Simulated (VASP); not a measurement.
# TiN (Osbornite) (Fm-3m) in VASP: notebook

The runs below take TiN (Osbornite) through single point, with PBE.

Everything below comes from runs of VASP 6.6.1. Logs are shortened: lines on timing, memory, paths and dates and some standing lists are left out, and cuts for length are marked.

### 1 The cell of the first run

The structure is cubic, space group Fm-3m (No. 225). Conventional cell: a = 4.266 Å, b = 4.266 Å, c = 4.266 Å, α = 90.00°, β = 90.00°, γ = 90.00°. Within 2.8 Å of Ti (site symmetry m-3m) lie 6 N at 2.13 Å. N (site symmetry m-3m) has 6 Ti at 2.13 Å within 2.8 Å.

### 2 Single point, PBE

File INCAR:

```
PREC = Accurate ; ENCUT = 520
EDIFF = 1E-6 ; ISMEAR = -1
SIGMA = 0.1 ; LREAL = F
LASPH = T ; NELM = 80
ALGO = Normal ; ISIF = 2
LWAVE = F ; LCHARG = F
GGA = PE ; NBANDS = 16
```

File KPOINTS:

```
regular mesh
0
Gamma
  12 12 12
```

File POSCAR:

```
TiN
1.0
    0.0000000000      2.1330335216      2.1330335216
    2.1330335216      0.0000000000      2.1330335216
    2.1330335216      2.1330335216      0.0000000000
Ti N
1 1
Direct
    0.0000000000      0.0000000000      0.0000000000
    0.5000000000      0.5000000000      0.5000000000
```

Potentials or basis: VASP PAW PBE potentials, release 64 (Ti_sv, N).

Started as:

```sh
$ cat potpaw_PBE.64/Ti_sv/POTCAR potpaw_PBE.64/N/POTCAR > POTCAR
$ mpirun -np 1 vasp_std > vasp.out
```

OUTCAR:

```text
PREC = Accurate
   ENCUT = 520
   EDIFF = 1E-6
   ISMEAR = -1
   LREAL = F
   LASPH = T
   NELM = 80
   ISIF = 2
   GGA = PE

 ion  position               nearest neighbor table
   1  0.000  0.000  0.000-   2 2.13   2 2.13   2 2.13   2 2.13   2 2.13   2 2.13
   2  0.500  0.500  0.500-   1 2.13   1 2.13   1 2.13   1 2.13   1 2.13   1 2.13

  LATTYP: Found a face centered cubic cell.
 ALAT       =     4.2660670432

  Lattice vectors:

 A1 = (   0.0000000000,   2.1330335216,   2.1330335216)
 A2 = (   2.1330335216,   0.0000000000,   2.1330335216)
 A3 = (   2.1330335216,   2.1330335216,   0.0000000000)

Analysis of symmetry for initial positions (statically):
=====================================================================
 Subroutine PRICEL returns:
 Original cell was already a primitive cell.

 Routine SETGRP: Setting up the symmetry group for a
 face centered cubic supercell.

 Subroutine GETGRP returns: Found 48 space group operations
[... 9 lines left out ...]

 Routine SETGRP: Setting up the symmetry group for a
 face centered cubic supercell.

 Subroutine GETGRP returns: Found 48 space group operations
[... 11 lines left out ...]
                                     Primitive cell

  volume of cell :      19.4099

  direct lattice vectors                    reciprocal lattice vectors
     0.000000000  2.133033522  2.133033522    -0.234407943  0.234407943  0.234407943
     2.133033522  0.000000000  2.133033522     0.234407943 -0.234407943  0.234407943
     2.133033522  2.133033522  0.000000000     0.234407943  0.234407943 -0.234407943

  length of vectors
     3.016564935  3.016564935  3.016564935     0.406006467  0.406006467  0.406006467

  position of ions in fractional coordinates (direct lattice)
     0.000000000  0.000000000  0.000000000
     0.500000000  0.500000000  0.500000000

  ion indices of the primitive-cell ions
   primitive index   ion index
                 1           1
                 2           2

----------------------------------------------------------------------------------------

 KPOINTS: regular mesh

Automatic generation of k-mesh.
 Grid dimensions read from file:
 generate k-points for:   12   12   12

 Generating k-lattice:

  Cartesian coordinates                     Fractional coordinates (reciprocal lattice)
    -0.019533995  0.019533995  0.019533995     0.083333333  0.000000000  0.000000000
     0.019533995 -0.019533995  0.019533995     0.000000000  0.083333333  0.000000000
     0.019533995  0.019533995 -0.019533995     0.000000000  0.000000000  0.083333333

  Length of vectors
     0.033833872  0.033833872  0.033833872

  Shift w.r.t. Gamma in fractional coordinates (k-lattice)
     0.000000000  0.000000000  0.000000000

 Subroutine IBZKPT returns following result:
 ===========================================

 Found     72 irreducible k-points:

 Following reciprocal coordinates:
            Coordinates               Weight
  0.000000  0.000000  0.000000      1.000000
  0.083333  0.000000  0.000000      8.000000
  0.166667  0.000000  0.000000      8.000000
  0.250000  0.000000  0.000000      8.000000
  0.333333  0.000000  0.000000      8.000000
  0.416667  0.000000  0.000000      8.000000
[... 16 lines left out ...]
  0.500000  0.166667  0.000000     24.000000
 -0.416667  0.166667  0.000000     24.000000
 [... further k-points ...]
   k-points           NKPTS =     72   k-points in BZ     NKDIM =     72   number of bands    NBANDS=     16
   number of dos      NEDOS =    301   number of ions     NIONS =      2
   total plane-waves  NPLWV =  13824
   dimension x,y,z NGX =    24 NGY =   24 NGZ =   24
   dimension x,y,z NGXF=    48 NGYF=   48 NGZF=   48
   ions per type =               1   1
   NGX,Y,Z   is equivalent  to a cutoff of  13.23, 13.23, 13.23 a.u.
   NGXF,Y,Z  is equivalent  to a cutoff of  26.45, 26.45, 26.45 a.u.
 SYSTEM =  unknown system
   PREC   = accura    normal or accurate (medium, high low for compatibility)
   ISTART =      0    job   : 0-new  1-cont  2-samecut
   ICHARG =      2    charge: 1-file 2-atom 10-const
   ISPIN  =      1    spin polarized calculation?
   LNONCOLLINEAR =      F non collinear calculations
   LSORBIT =      F    spin-orbit coupling
   LASPH  =      T    aspherical Exc in radial PAW
   ENCUT  =  520.0 eV  38.22 Ry    6.18 a.u.   5.61  5.61  5.61*2*pi/ulx,y,z
   NELM   =     80;   NELMIN=  2; NELMDL= -5     # of ELM steps
   EDIFF  = 0.1E-05   stopping-criterion for ELM
   LREAL  =      F    real-space projection
   EDIFFG = 0.1E-04   stopping-criterion for IOM
   NSW    =      0    number of steps for IOM
   IBRION =     -1    ionic relax: 0-MD 1-quasi-New 2-CG
   NFREE  =      0    steps in history (QN), initial steepest desc. (CG)
   ISIF   =      2    stress and relaxation
   ISYM   =      2    0-nonsym 1-usesym 2-fastsym
   POTIM  = 0.5000    time-step for ionic-motion
   TEBEG  =    0.0;   TEEND  =   0.0 temperature during run
   PSTRESS=    0.0 pullay stress
   NELECT =      17.0000    total number of electrons
   NUPDOWN=      -1.0000    fix difference up-down
   EMIN   =  10.00;   EMAX   =-10.00  energy-range for DOS
   EFERMI =   0.00;   METHOD = LEGACY
   ISMEAR =    -1;   SIGMA  =   0.10  broadening in eV -4-tet -1-fermi 0-gaus
   EFERMI_NEDOS =   21; number of points for ismear=-14 and -15
   IALGO  =     38    algorithm
   IMIX   =      4    mixing-type and parameters
     AMIX     =   0.40;   BMIX     =  1.00
     AMIX_MAG =   1.60;   BMIX_MAG =  1.00
  volume/ion in A,a.u.               =       9.70        65.49
  Fermi-wavevector in a.u.,A,eV,Ry     =   1.566331  2.959936 33.380423  2.453392
  Thomas-Fermi vector in A             =   2.668675
   LORBIT       =      0    0 simple, 1 ext, 2 COOP (PROOUT), +10 PAW based schemes
   GGA     = PE    functional components
   LHFCALC =     F    Hartree Fock is set to
   AEXX    =    0.0000 exact exchange contribution
   IVDW    =     0    specifies the selected vdW correction
   LEPSILON=     F    determine dielectric tensor
   LRPA    =     F    only Hartree local field effects (RPA)
 non-spin polarized calculation
  energy-cutoff  :      520.00
  volume of cell :       19.41
 maximum number of plane-waves:       544
   NGX = 11   NGY = 11   NGZ = 11

 number of electron      17.0000003 magnetization

 Free energy of the ion-electron system (eV)
  ---------------------------------------------------
  ext. energy  EPLUGINS =         0.00000000
  ---------------------------------------------------
  free energy    TOTEN  =       -19.64964183 eV

  energy without entropy =      -19.62204935  energy(sigma->0) =      -19.63584559

 E-fermi :  11.1905     XC(G=0): -12.9252

 val. band max:       11.1705975802   @ k =   0.1667   0.0000   0.0000
 cond. band min:      11.2054937783   @ k =   0.0833   0.0833   0.0000
 fundamental gap:      0.0348961981
 Fermi energy:        11.1904543112

 k-point     1 :       0.0000    0.0000    0.0000
  band No.  band energies     occupation
      1     -46.6804      2.00000
      2     -22.6718      2.00000
      3     -22.6718      2.00000
      4     -22.6718      2.00000
      5      -5.7776      2.00000
      6       9.1977      2.00000
[... 8 lines left out ...]
     15      24.3373      0.00000
     16      30.7282      0.00000

 k-point     2 :       0.0833    0.0000    0.0000
  band No.  band energies     occupation
      1     -46.6745      2.00000
      2     -22.7141      2.00000
      3     -22.6754      2.00000
      4     -22.6754      2.00000
      5      -5.6469      2.00000
      6       8.4812      2.00000
[... 8 lines left out ...]
     15      24.4132      0.00000
     16      30.5546      0.00000

 k-point     3 :       0.1667    0.0000    0.0000
  band No.  band energies     occupation
      1     -46.6582      2.00000
      2     -22.8281      2.00000
      3     -22.6852      2.00000
      4     -22.6852      2.00000
      5      -5.2770      2.00000
      6       7.1489      2.00000
[... 8 lines left out ...]
     15      24.3483      0.00000
     16      29.8334      0.00000

 k-point     4 :       0.2500    0.0000    0.0000
  band No.  band energies     occupation
      1     -46.6358      2.00000
      2     -22.9805      2.00000
      3     -22.6985      2.00000
      4     -22.6985      2.00000
      5      -4.7324      2.00000
      6       5.7408      2.00000
[... 8 lines left out ...]
     15      23.9737      0.00000
     16      28.5515      0.00000

 k-point     5 :       0.3333    0.0000    0.0000
  band No.  band energies     occupation
      1     -46.6134      2.00000
      2     -23.1291      2.00000
      3     -22.7117      2.00000
      4     -22.7117      2.00000
      5      -4.1211      2.00000
      6       4.4883      2.00000
[... 8 lines left out ...]
     15      23.9620      0.00000
     16      27.1237      0.00000

 k-point     6 :       0.4167    0.0000    0.0000
  band No.  band energies     occupation
      1     -46.5969      2.00000
      2     -23.2357      2.00000
      3     -22.7213      2.00000
      4     -22.7213      2.00000
      5      -3.6057      2.00000
      6       3.5866      2.00000
[... 8 lines left out ...]
     15      24.4459      0.00000
     16      26.0250      0.00000
[... 267 lines left out ...]
 k-point    21 :       0.3333    0.1667    0.0000
  band No.  band energies     occupation
      1     -46.6137      2.00000
      2     -23.0321      2.00000
      3     -22.7574      2.00000
      4     -22.7549      2.00000
      5      -4.4175      2.00000
      6       4.9574      2.00000
[... 8 lines left out ...]
     15      24.1557      0.00000
     16      26.7838      0.00000

 k-point    22 :       0.4167    0.1667    0.0000
  band No.  band energies     occupation
      1     -46.5953      2.00000
      2     -23.1388      2.00000
      3     -22.7818      2.00000
      4     -22.7643      2.00000
      5      -3.9808      2.00000
      6       4.3867      2.00000
[... 8 lines left out ...]
     15      23.9834      0.00000
     16      25.6956      0.00000

 k-point    23 :       0.5000    0.1667    0.0000
  band No.  band energies     occupation
      1     -46.5837      2.00000
      2     -23.2027      2.00000
      3     -22.8096      2.00000
      4     -22.7601      2.00000
      5      -3.6622      2.00000
      6       3.9550      2.00000
[... 8 lines left out ...]
     15      24.1736      0.00000
     16      25.0131      0.00000

 k-point    24 :      -0.4167    0.1667    0.0000
  band No.  band energies     occupation
      1     -46.5822      2.00000
      2     -23.2094      2.00000
      3     -22.8295      2.00000
      4     -22.7459      2.00000
      5      -3.5788      2.00000
      6       3.8279      2.00000
[... 8 lines left out ...]
     15      24.0045      0.00000
     16      24.9971      0.00000

 [... further k-points ...]

------------------------ aborting loop because EDIFF is reached ----------------------------------------

  FORCE on cell =-STRESS in cart. coord.  units (eV):
  Direction    XX          YY          ZZ          XY          YZ          ZX
  --------------------------------------------------------------------------------------
  -------------------------------------------------------------------------------------
  Total       -0.3739929     -0.3739929     -0.3739929      0.0000000     -0.0000000      0.0000000
  in kB      -30.8710122    -30.8710122    -30.8710122      0.0000000     -0.0000000      0.0000000
  external PRESSURE =     -30.8710122 kB  Pullay stress =       0.0000000 kB

 VOLUME and BASIS-vectors are now :
 -----------------------------------------------------------------------------
  energy-cutoff  :      520.00
  volume of cell :       19.41
      direct lattice vectors                 reciprocal lattice vectors
     0.000000000  2.133033522  2.133033522    -0.234407943  0.234407943  0.234407943
     2.133033522  0.000000000  2.133033522     0.234407943 -0.234407943  0.234407943
     2.133033522  2.133033522  0.000000000     0.234407943  0.234407943 -0.234407943

 POSITION                                       TOTAL-FORCE (eV/Angst)
 -----------------------------------------------------------------------------------
      0.00000      0.00000      0.00000         0.000000      0.000000     -0.000000
      2.13303      2.13303      2.13303        -0.000000     -0.000000      0.000000
 -----------------------------------------------------------------------------------
    total drift:                                0.000000     -0.000000     -0.000000

  FREE ENERGIE OF THE ION-ELECTRON SYSTEM (eV)
  ---------------------------------------------------
  free  energy   TOTEN  =       -19.6496418324 eV

  energy  without entropy=      -19.6220493541  energy(sigma->0) =      -19.63584559
```

Wall time 9 s (1 thread of Intel Xeon 6975P-C (Granite Rapids), shared host); peak memory 0.14 GiB.

Results:

| Property | Result |
| --- | --- |
| Free energy | -19.6496 eV |
| Pressure | -3.1 GPa |

### 3 Single point, PBE

This run uses another cell than the first one, of 9.90 Å³/atom, 1.020 times its volume.

File INCAR:

```
SYSTEM = TiN
PREC = Accurate
ENCUT = 520
EDIFF = 1E-7
ISMEAR = -1
SIGMA = 0.1
LREAL = .False.
LASPH = .True.
NELM = 100
ALGO = Normal
ISIF = 2
LWAVE = .False.
LCHARG = .True.
GGA = PE
LELF = .True.
LVHAR = .True.
NBANDS = 16
```

File KPOINTS:

```
Automatic mesh
0
Gamma
  12 12 12
  0 0 0
```

File POSCAR:

```
TiN
1.0
    0.0000000000      2.1468847767      2.1468847767
    2.1468847767      0.0000000000      2.1468847767
    2.1468847767      2.1468847767      0.0000000000
Ti N
1 1
Direct
    0.0000000000      0.0000000000      0.0000000000
    0.5000000000      0.5000000000      0.5000000000
```

Potentials or basis: VASP PAW PBE potentials, release 64 (Ti_sv, N).

Started as:

```sh
$ cat potpaw_PBE.64/Ti_sv/POTCAR potpaw_PBE.64/N/POTCAR > POTCAR
$ mpirun -np 1 vasp_std > vasp.out
```

Run time: 11 s. Hardware: 1 thread of Intel Xeon 6975P-C (Granite Rapids), shared host; peak memory 0.15 GiB.

It converged, with:

* Free energy: -19.6368 eV
* Pressure: -7.9 GPa

Levels at points of the mesh, in eV from the Fermi level:
| k point | band 7 | band 8 | band 9 | band 10 | band 11 | band 12 |
| --- | --- | --- | --- | --- | --- | --- |
| (0.00, 0.00, 0.00) | -1.97 | -1.97 | -0.56 | -0.56 | -0.56 | 0.57 |
| (0.50, 0.00, 0.00) | -5.26 | -5.26 | 1.61 | 1.61 | 2.24 | 5.47 |
| (0.50, 0.50, 0.00) | -3.14 | -3.14 | -2.88 | 1.57 | 2.27 | 2.27 |

(Part 1 of 2 ends here.)
